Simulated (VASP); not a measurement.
Ir:

```
Ir
1.0
     2.52098    0.00000    0.00000
    -1.26049    2.18323    0.00000
     0.00000    0.00000    5.31521
Ir
2
Direct
  0.66667 0.33333 0.75000
  0.33333 0.66667 0.25000
```

This cell differs from its parent crystal: ratio of the length along z to the lengths across it x 1.3, volume and fractional coordinates fixed.

Base run:

- Program: VASP 6.6.1
- Functional: PBEsol
- Potentials or basis: VASP PAW PBE potentials, release 64 (Ir_sv_GW)
- Cutoff: 500 eV
- k mesh: 24 × 24 × 12
- Occupations: gaussian, width 0.15 eV
- Spin: no spin polarisation

Its results: band gap on the k mesh zero (band 17 reaches 14.68 eV, above the bottom of band 18 at 11.06 eV); pressure 16.0 GPa.

Problem. The run is repeated on the same cell with these changes: potentials or basis from VASP PAW PBE potentials, release 64 (Ir_sv_GW) to VASP PAW PBE potentials, release 64 (Ir); cutoff from 500 eV to 520 eV; further incar settings from ALGO = Normal; EDIFF = 1e-06; NBANDS = 24 to ALGO = Fast; EDIFF = 1e-06; NBANDS = 16; valence electrons from 34 to 18. What comes out?

Solution. Band gap on the k mesh zero (band 9 reaches 12.25 eV, above the bottom of band 10 at 8.66 eV); pressure 20.5 GPa.

Caveats: the PAW data sets were made with another functional, which shifts forces and pressure a little; spin-orbit coupling is left out, which moves the levels of the heavy elements.
